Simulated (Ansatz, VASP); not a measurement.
Two plane-wave programs on AlCo3

```
Al Co
1.0
     3.52932    0.00000    0.00000
     0.00000    3.52932    0.00000
     0.00000    0.00000    3.52932
Al Co
1 3
Direct
  0.00000 0.00000 0.00000
  0.50000 0.50000 0.00000
  0.50000 0.00000 0.50000
  0.00000 0.50000 0.50000
```

Alike in both runs: task single point; functional PBEsol; k mesh 12 × 12 × 12; occupations gaussian, width 0.1 eV; collinear spin.

|  | VASP | Ansatz |
| --- | --- | --- |
| version | VASP 6.6.1 | Ansatz 0.2.0 |
| potentials or method | VASP PAW PBE potentials, release 64 (Al, Co), cutoff 520 eV | scalar-relativistic, plane waves, PAW |
| valence electrons in the cell | 30 | 54 |

|  | VASP | Ansatz | Ansatz less VASP |
| --- | --- | --- | --- |
| gap on the k mesh at the Fermi level (eV) | none | none | - |
| pressure (GPa) | -0.4 | 0.0 | +0.40 |
| net moment per atom (μB) | 0.94 | 0.95 | +0.009 |
| size of the moment on the site where the two differ most (μB) | 1.29 | 1.32 | +0.030 |

VASP's potentials were made for PBE, not for PBEsol. Site moments also hang on the region over which each program counts them. A gap of «none» marks a metal or a gap that the smearing closes. VASP's potentials hold 30 valence electrons a cell and Ansatz's 54, so a difference there can come from the potentials and not from the codes. Ansatz's warnings: stability check not made.
